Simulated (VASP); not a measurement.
# WC in VASP: notebook

WC is run at these levels: PBEsol; tasks: single point.

All numbers are computed with VASP 6.6.1; they aren't measurements. Logs are shortened: lines on timing, memory, paths and dates and some standing lists are left out, and cuts for length are marked.

### 1 The cell of the first run

The cell holds a slab with vacuum, 16 atoms: a = 5.811 Å, b = 5.680 Å, c = 15.194 Å, α = 90.00°, β = 90.00°, γ = 90.00°.

### 2 Single point, PBEsol

INCAR

```
SYSTEM = WC
  PREC = Accurate
  ENCUT = 520
  EDIFF = 1E-7
  ISMEAR = -1
  SIGMA = 0.1
  LREAL = Auto
  LASPH = .True.
  NELM = 100
  ALGO = Normal
  ISIF = 2
  LWAVE = .False.
  LCHARG = .False.
  GGA = PS
  NBANDS = 86
```

KPOINTS

```
regular mesh
0
Gamma
  3 3 1
  0 0 0
```

POSCAR

```
WC
1.0
    5.8108000000      0.0000000000      0.0000000000
    0.0000000000      5.6803000000      0.0000000000
    0.0000000000      0.0000000000     15.1935840000
W C
8 8
Direct
    0.0000000000      0.0000000000      0.0658172555
    0.2250120465     -0.0072707427      0.2320255708
    0.0000000000      0.5000088024      0.0658172555
    0.2381255593      0.5094625284      0.2232587124
    0.5000000000      0.0000000000      0.0658172555
    0.7408274248      0.0111085682      0.2375608020
    0.5000000000      0.5000088024      0.0658172555
    0.7617367660      0.5146383114      0.2293402268
    0.5274660976      0.2558667676      0.1687422796
    0.4893646314      0.2502332623      0.2754847046
    0.4614338817      0.7275319965      0.1821755815
    0.0455358987      0.7756632572      0.3074784725
    0.9959385971      0.2270126578      0.1701968410
    0.7488469746      0.2550569512      0.3188516942
    0.9679562195      0.7405066634      0.1641943073
    0.8318992221      0.7229899829      0.3514838895
```

Potentials or basis: VASP PAW PBE potentials, release 64 (W_sv, C).

On the command line:

```console
$ cat potpaw_PBE.64/W_sv/POTCAR potpaw_PBE.64/C/POTCAR > POTCAR
$ mpirun -np 1 vasp_std > vasp.out
```

OUTCAR:

```text
SYSTEM = WC
   PREC = Accurate
   ENCUT = 520
   EDIFF = 1E-7
   ISMEAR = -1
   LREAL = Auto
   LASPH = .True.
   NELM = 100
   ISIF = 2
   GGA = PS

 ion  position               nearest neighbor table
   1  0.000  0.000  0.066-  13 2.04  15 2.11   3 2.84   3 2.84   2 2.84   5 2.91   5 2.91   6 3.01

   2  0.225  0.993  0.232-  12 1.98  13 2.10  11 2.17  10 2.22  15 2.31   9 2.50   4 2.75   6 2.82
                             1 2.84   4 2.94   5 2.99   6 3.00
   3  0.000  0.500  0.066-  15 2.03  13 2.22   4 2.76   1 2.84   1 2.84   8 2.85   7 2.91   7 2.91

   4  0.238  0.509  0.223-  11 1.90  10 2.22  15 2.23  12 2.28  13 2.28   9 2.36   2 2.75   3 2.76
                             8 2.77   7 2.84   2 2.94   8 3.04
   5  0.500  0.000  0.066-   9 2.14  11 2.36   7 2.84   7 2.84   1 2.91   1 2.91   6 2.96   2 2.99

   6  0.741  0.011  0.238-  14 1.86  10 2.08   9 2.14  13 2.18  15 2.31  11 2.44  16 2.44  12 2.46
                             2 2.82   8 2.83   8 2.87   5 2.96   2 3.00   1 3.01
   7  0.500  0.500  0.066-   9 2.10  11 2.20   4 2.84   5 2.84   5 2.84   3 2.91   3 2.91   8 2.91

   8  0.762  0.515  0.229-  14 2.01  15 2.02   9 2.20  16 2.24  11 2.24  10 2.29  13 2.31  12 2.52
                             4 2.77   6 2.83   3 2.85   6 2.87   7 2.91   4 3.04
   9  0.527  0.256  0.169-  10 1.64   7 2.10   6 2.14   5 2.14   8 2.20   4 2.36   2 2.50
  10  0.489  0.250  0.275-   9 1.64  14 1.65   6 2.08   4 2.22   2 2.22   8 2.29
  11  0.461  0.728  0.182-   4 1.90   2 2.17   7 2.20   8 2.24   5 2.36   6 2.44
  12  0.046  0.776  0.307-  16 1.44   2 1.98   4 2.28   6 2.46   8 2.52
  13  0.996  0.227  0.170-   1 2.04   2 2.10   6 2.18   3 2.22   4 2.28   8 2.31
  14  0.749  0.255  0.319-  10 1.65   6 1.86   8 2.01
  15  0.968  0.741  0.164-   8 2.02   3 2.03   1 2.11   4 2.23   2 2.31   6 2.31
  16  0.832  0.723  0.351-  12 1.44   8 2.24   6 2.44

  LATTYP: Found a simple orthorhombic cell.
 ALAT       =     5.6803000000
 B/A-ratio  =     1.0229741387
 C/A-ratio  =     2.6747854867

  Lattice vectors:

 A1 = (   0.0000000000,  -5.6803000000,   0.0000000000)
 A2 = (   5.8108000000,   0.0000000000,   0.0000000000)
 A3 = (   0.0000000000,   0.0000000000,  15.1935840000)

Analysis of symmetry for initial positions (statically):
=====================================================================
 Subroutine PRICEL returns:
 Original cell was already a primitive cell.

 Routine SETGRP: Setting up the symmetry group for a
 simple orthorhombic supercell.

 Subroutine GETGRP returns: Found  1 space group operations
 (whereof  1 operations were pure point group operations)
 out of a pool of  8 trial point group operations.

The static configuration has the point symmetry C_1 .

Analysis of symmetry for dynamics (positions and initial velocities):
=====================================================================
 Subroutine PRICEL returns:
 Original cell was already a primitive cell.

 Routine SETGRP: Setting up the symmetry group for a
 simple orthorhombic supercell.

 Subroutine GETGRP returns: Found  1 space group operations
 (whereof  1 operations were pure point group operations)
 out of a pool of  8 trial point group operations.

The dynamic configuration has the point symmetry C_1 .

 Subroutine INISYM returns: Found  1 space group operations
 (whereof  1 operations are pure point group operations),
 and found     1 'primitive' translations

----------------------------------------------------------------------------------------

                                     Primitive cell

  volume of cell :     501.4960

  direct lattice vectors                    reciprocal lattice vectors
     5.810800000  0.000000000  0.000000000     0.172093343  0.000000000  0.000000000
     0.000000000  5.680300000  0.000000000     0.000000000  0.176047040  0.000000000
     0.000000000  0.000000000 15.193584000     0.000000000  0.000000000  0.065817255

  length of vectors
     5.810800000  5.680300000 15.193584000     0.172093343  0.176047040  0.065817255

  position of ions in fractional coordinates (direct lattice)
     0.000000000  0.000000000  0.065817256
     0.225012046  0.992729257  0.232025571
     0.000000000  0.500008802  0.065817256
     0.238125559  0.509462528  0.223258712
     0.500000000  0.000000000  0.065817256
     0.740827425  0.011108568  0.237560802
[... 8 lines left out ...]
     0.967956220  0.740506663  0.164194307
     0.831899222  0.722989983  0.351483890

  ion indices of the primitive-cell ions
   primitive index   ion index
                 1           1
                 2           2
                 3           3
                 4           4
                 5           5
                 6           6
[... 8 lines left out ...]
                15          15
                16          16

----------------------------------------------------------------------------------------

 KPOINTS: regular mesh

Automatic generation of k-mesh.
[... 64 lines left out ...]
   IMIX   =      4    mixing-type and parameters
     AMIX     =   0.40;   BMIX     =  1.00
     AMIX_MAG =   1.60;   BMIX_MAG =  1.00
  volume/ion in A,a.u.               =      31.34       211.52
  Fermi-wavevector in a.u.,A,eV,Ry     =   1.080040  2.040980 15.871012  1.166486
  Thomas-Fermi vector in A             =   2.216021
   LORBIT       =      0    0 simple, 1 ext, 2 COOP (PROOUT), +10 PAW based schemes
   GGA     = PS    functional components
   LHFCALC =     F    Hartree Fock is set to
   AEXX    =    0.0000 exact exchange contribution
   IVDW    =     0    specifies the selected vdW correction
   LEPSILON=     F    determine dielectric tensor
   LRPA    =     F    only Hartree local field effects (RPA)
 non-spin polarized calculation
  energy-cutoff  :      520.00
  volume of cell :      501.50
 maximum number of plane-waves:     13531
 NGX is ok and might be reduce to    48
   NGX = 21   NGY = 21   NGZ = 57

 number of electron     144.0000002 magnetization

 Free energy of the ion-electron system (eV)
  ---------------------------------------------------
  ext. energy  EPLUGINS =         0.00000000
  ---------------------------------------------------
  free energy    TOTEN  =      -165.84517366 eV

  energy without entropy =     -165.55652506  energy(sigma->0) =     -165.70084936

 E-fermi :   0.4015     XC(G=0):  -6.0465

 val. band max:        0.3987740369   @ k =   0.0000   0.0000   0.0000
 cond. band min:       0.5193646535   @ k =   0.0000   0.3333   0.0000
 fundamental gap:      0.1205906166
 Fermi energy:         0.4015102672

 k-point     1 :       0.0000    0.0000    0.0000
  band No.  band energies     occupation
      1     -74.0842      2.00000
      2     -74.0570      2.00000
      3     -74.0354      2.00000
      4     -74.0329      2.00000
      5     -74.0205      2.00000
      6     -74.0050      2.00000
[... 76 lines left out ...]
     83       2.6821      0.00000
     84       2.9244      0.00000

 k-point     2 :       0.3333    0.0000    0.0000
  band No.  band energies     occupation
      1     -74.0778      2.00000
      2     -74.0577      2.00000
      3     -74.0388      2.00000
      4     -74.0270      2.00000
      5     -74.0223      2.00000
      6     -74.0074      2.00000
[... 76 lines left out ...]
     83       2.2881      0.00000
     84       2.4524      0.00000

 k-point     3 :       0.0000    0.3333    0.0000
  band No.  band energies     occupation
      1     -74.0779      2.00000
      2     -74.0507      2.00000
      3     -74.0399      2.00000
      4     -74.0298      2.00000
      5     -74.0169      2.00000
      6     -74.0107      2.00000
[... 76 lines left out ...]
     83       2.3866      0.00000
     84       2.5799      0.00000

 k-point     4 :       0.3333    0.3333    0.0000
  band No.  band energies     occupation
      1     -74.0718      2.00000
      2     -74.0499      2.00000
      3     -74.0367      2.00000
      4     -74.0312      2.00000
      5     -74.0193      2.00000
      6     -74.0131      2.00000
[... 76 lines left out ...]
     83       1.8686      0.00000
     84       2.0725      0.00000

 k-point     5 :      -0.3333    0.3333    0.0000
  band No.  band energies     occupation
      1     -74.0718      2.00000
      2     -74.0506      2.00000
      3     -74.0342      2.00000
      4     -74.0327      2.00000
      5     -74.0198      2.00000
      6     -74.0130      2.00000
[... 76 lines left out ...]
     83       1.8821      0.00000
     84       2.0342      0.00000
 [bands above 84 left out]

------------------------ aborting loop because EDIFF is reached ----------------------------------------

  FORCE on cell =-STRESS in cart. coord.  units (eV):
  Direction    XX          YY          ZZ          XY          YZ          ZX
  --------------------------------------------------------------------------------------
  -------------------------------------------------------------------------------------
  Total      -19.2571961     -3.5423510     -3.1924970      3.5126478      0.5810887     -2.0480175
  in kB      -61.5228155    -11.3170893    -10.1993771     11.2221937      1.8564601     -6.5429985
  external PRESSURE =     -27.6797606 kB  Pullay stress =       0.0000000 kB

 VOLUME and BASIS-vectors are now :
 -----------------------------------------------------------------------------
  energy-cutoff  :      520.00
  volume of cell :      501.50
      direct lattice vectors                 reciprocal lattice vectors
     5.810800000  0.000000000  0.000000000     0.172093343  0.000000000  0.000000000
     0.000000000  5.680300000  0.000000000     0.000000000  0.176047040  0.000000000
     0.000000000  0.000000000 15.193584000     0.000000000  0.000000000  0.065817255

 POSITION                                       TOTAL-FORCE (eV/Angst)
 -----------------------------------------------------------------------------------
      0.00000      0.00000      1.00000        -0.303134     -0.586364      0.352842
      1.30750      5.63900      3.52530         2.386115      1.475484     -2.365390
      0.00000      2.84020      1.00000        -0.015534     -0.791887      0.196710
      1.38370      2.89390      3.39210        -1.483181     -3.269379      1.051040
      2.90540      0.00000      1.00000        -0.412515     -0.056961      1.689744
      4.30480      0.06310      3.60940         1.677172     -3.391238     -2.252124
[... 8 lines left out ...]
      5.62460      4.20630      2.49470         1.419842      1.454271     -1.020726
      4.83400      4.10680      5.34030         2.513725      0.972178     -2.491468
 -----------------------------------------------------------------------------------
    total drift:                                0.010884      0.004199      0.003570

  FREE ENERGIE OF THE ION-ELECTRON SYSTEM (eV)
  ---------------------------------------------------
  free  energy   TOTEN  =      -165.8451736624 eV

  energy  without entropy=     -165.5565250639  energy(sigma->0) =     -165.70084936
```

It took 17 min on 1 thread of AMD EPYC 7R13, shared host; peak memory 0.58 GiB.

What came out:

- Free energy: -165.8452 eV
- Largest force: 5.071 eV/Å
- Band gap on the k mesh: zero (bands 72 and 73 overlap by 0.28 eV)

Forces on the atoms (eV/Å):
```
W   -0.303 -0.586  0.353
W    2.386  1.475 -2.365
W   -0.016 -0.792  0.197
W   -1.483 -3.269  1.051
W   -0.413 -0.057  1.690
W    1.677 -3.391 -2.252
W   -0.300  0.098  0.850
W   -1.496 -0.598  0.320
C   -1.312 -0.072 -0.561
C   -0.404  0.767  0.833
C    2.862  2.894 -1.811
C   -4.053 -1.360  2.728
C    0.401  1.465  0.131
C   -1.482  1.001  2.350
C    1.420  1.454 -1.021
C    2.514  0.972 -2.491
```

Levels at points of the mesh, in eV from the Fermi level:
| k point | band 69 | band 70 | band 71 | band 72 | band 73 | band 74 | band 75 | band 76 |
| --- | --- | --- | --- | --- | --- | --- | --- | --- |
| (0.00, 0.00, 0.00) | -0.54 | -0.31 | 0.00 | 0.17 | 0.33 | 0.50 | 0.80 | 0.85 |

Caveat: the k points lie up to 0.37 Å⁻¹ apart; there is no dipole correction, which matters where the two faces differ; the PAW data sets were made with another functional, which shifts forces and pressure a little; spin-orbit coupling is left out, which moves the levels of the heavy elements.

### 3 Single point, PBEsol

INCAR

```
SYSTEM = WC
ALGO     = Normal         ! electronic algorithm
EDIFF    = 1E-6           ! SCF threshold, eV
ENCUT    = 520            ! plane-wave cutoff, eV
GGA      = PS             ! functional
ISIF     = 2              ! what is computed and relaxed
ISMEAR   = -1             ! smearing method
LASPH    = .TRUE.         ! aspherical terms in the spheres
LCHARG   = .FALSE.        ! write CHGCAR
LREAL    = Auto         
LWAVE    = .FALSE.        ! write WAVECAR
NBANDS   = 86             ! bands
NELM     = 100            ! most SCF steps
PREC     = Accurate       ! precision mode
SIGMA    = 0.1            ! smearing width, eV
```

KPOINTS

```
k-points
0
G
  3 3 1
  0 0 0
```

POSCAR

```
WC
1.0
    5.8108000000      0.0000000000      0.0000000000
    0.0000000000      5.6803000000      0.0000000000
    0.0000000000      0.0000000000     15.1935840000
W C
8 8
Direct
    0.0000000000      0.0000000000      0.0658172555
    0.2524437255     -0.0050173406      0.2285833283
    0.0000000000      0.5000088024      0.0658172555
    0.2257864666      0.4822104466      0.2260493640
    0.5000000000      0.0000000000      0.0658172555
    0.7550251256      0.0298047638      0.2319663353
    0.5000000000      0.5000088024      0.0658172555
    0.7524609348      0.5130538880      0.2297482938
    0.4983823226      0.2517296622      0.1629108708
    0.4704515729      0.1739696847      0.3103546866
    0.4742892545      0.7386581695      0.1635887885
    0.0269153989      0.8517507878      0.3211816251
    0.9996386040      0.2355509392      0.1754819666
    0.6603909961      0.2776085770      0.3267760918
    1.0022372135      0.7561572452      0.1678142563
    0.8168066359      0.7596957907      0.3300866998
```

Potentials or basis: VASP PAW PBE potentials, release 64 (W_sv, C).

On the command line:

```console
$ cat potpaw_PBE.64/W_sv/POTCAR potpaw_PBE.64/C/POTCAR > POTCAR
$ mpirun -np 1 vasp_std > vasp.out
```

Run time: 17 min. Hardware: 1 thread of AMD EPYC 7R13, shared host; peak memory 0.58 GiB.

Results (log left out):

```yaml
Free_energy: -167.8453 eV
Largest_force: 3.888 eV/Å
Band_gap_on_the_k_mesh: zero (bands 72 and 73 overlap by 0.10 eV)
```

Forces on the atoms (eV/Å):
```
W   -0.210 -0.062  0.394
W   -0.090 -0.335 -0.040
W   -0.013 -0.243  0.375
W    2.346  2.036 -0.996
W    0.272 -0.262 -0.045
W   -0.675 -3.474 -1.612
W   -0.146 -0.059 -0.462
W   -0.964  0.435 -0.532
C   -0.212  0.467 -0.021
C   -2.483 -0.793  0.896
C    0.548  0.536  1.910
C   -0.969 -0.918  0.224
C    0.362  1.341 -1.298
C    1.588  1.969  1.749
C   -0.624 -1.092 -0.820
C    1.270  0.456  0.278
```

Levels at points of the mesh, in eV from the Fermi level:
```
           k point  band 69  band 70  band 71  band 72  band 73  band 74  band 75  band 76
(0.00, 0.00, 0.00)    -0.53    -0.25    -0.14     0.13     0.32     0.51     0.81     1.00
```

Caveat: the k points lie up to 0.37 Å⁻¹ apart; there is no dipole correction, which matters where the two faces differ; the PAW data sets were made with another functional, which shifts forces and pressure a little; spin-orbit coupling is left out, which moves the levels of the heavy elements.

### 4 Single point, PBEsol

INCAR

```
SYSTEM = WC
PREC = Accurate ; ENCUT = 520
EDIFF = 1E-7 ; ISMEAR = -1
SIGMA = 0.1 ; LREAL = Auto
LASPH = .True. ; NELM = 100
ALGO = Normal ; ISIF = 2
LWAVE = .False. ; LCHARG = .True.
GGA = PS ; LELF = .True.
LVHAR = .True. ; NBANDS = 86
```

KPOINTS

```
Automatic mesh
0
Gamma
  3 3 1
  0 0 0
```

POSCAR

```
WC
1.0
    5.8108000000      0.0000000000      0.0000000000
    0.0000000000      5.6803000000      0.0000000000
    0.0000000000      0.0000000000     15.1935840000
W C
8 8
Direct
    0.0000000000      0.0000000000      0.0658172555
    0.2702381772      0.0223579741      0.2175062842
    0.0000000000      0.5000088024      0.0658172555
    0.2443897570      0.5158706406      0.2188226293
    0.5000000000      0.0000000000      0.0658172555
    0.7474358092      0.0102987518      0.2307355526
    0.5000000000      0.5000088024      0.0658172555
    0.7425483582      0.5074731968      0.2371724802
    0.5247126041      0.2532260620      0.1567964478
    0.4215770634      0.1953417953      0.3352533543
    0.4934604529      0.7148037956      0.1733429058
    0.0429200799      0.7724944105      0.3027857022
    1.0077958285      0.2177349788      0.1717896186
    0.5809871274      0.3369892435      0.3259731213
    0.9610380670      0.7461401687      0.1527750135
    0.8447545949      0.7498371565      0.3447902746
```

On the command line:

```console
$ cat potpaw_PBE.64/W_sv/POTCAR potpaw_PBE.64/C/POTCAR > POTCAR
$ mpirun -np 1 vasp_std > vasp.out
```

Run time: 17 min. Hardware: 1 thread of AMD EPYC 7R13, shared host; peak memory 0.58 GiB.

The run converged. Its results:

| Property | Result |
| --- | --- |
| Free energy | -166.6011 eV |
| Largest force | 5.599 eV/Å |
| Band gap on the k mesh | zero (bands 72 and 73 overlap by 0.17 eV) |

Forces in eV/Å, atoms in the order of the input:
```
W    0.054  0.504 -1.639
W   -0.747 -2.458  2.549
W    0.331 -1.635 -0.549
W   -1.047 -2.115  1.556
W    0.036 -1.024 -0.174
W    0.592 -0.609  0.183
W    0.077  0.284 -1.520
W    2.920  1.683 -2.570
C   -0.433 -0.111  2.189
C   -3.895 -3.878 -1.070
C    1.001  3.643 -0.423
C    0.216 -0.015 -0.769
C   -0.855  3.105 -0.172
C    1.855  1.366  0.944
C    0.565  0.724  2.295
C   -0.670  0.535 -0.828
```

Levels at points of the mesh, in eV from the Fermi level:
| k point | band 69 | band 70 | band 71 | band 72 | band 73 | band 74 | band 75 | band 76 |
| --- | --- | --- | --- | --- | --- | --- | --- | --- |
| (0.00, 0.00, 0.00) | -0.56 | -0.48 | -0.12 | 0.07 | 0.21 | 0.45 | 0.82 | 1.18 |

Caveat: the k points lie up to 0.37 Å⁻¹ apart; there is no dipole correction, which matters where the two faces differ; the PAW data sets were made with another functional, which shifts forces and pressure a little; spin-orbit coupling is left out, which moves the levels of the heavy elements.

### 5 The runs side by side

```tsv
cell	gap on the mesh (eV)	largest force (eV/Å)
as given, atomic positions A	none	5.07
as given, atomic positions B	none	3.89
as given, atomic positions C	none	5.60
```

Alike in all rows: task single point; level PBEsol; potentials or basis VASP PAW PBE potentials, release 64 (W_sv, C); no spin polarisation; k mesh 3 × 3 × 1; cutoff (eV) 520; smearing fermi-dirac 0.1 eV.

Caveats: all runs use coarse meshes; there is no dipole correction, which matters where the two faces differ; the PAW data sets were made with another functional, which shifts forces and pressure a little; spin-orbit coupling is left out, which moves the levels of the heavy elements.

Total energies depend on the potentials used, so only differences within one code and one set of settings carry meaning.

The gap in the log of VASP goes by the Fermi energy; the results here count the filled bands.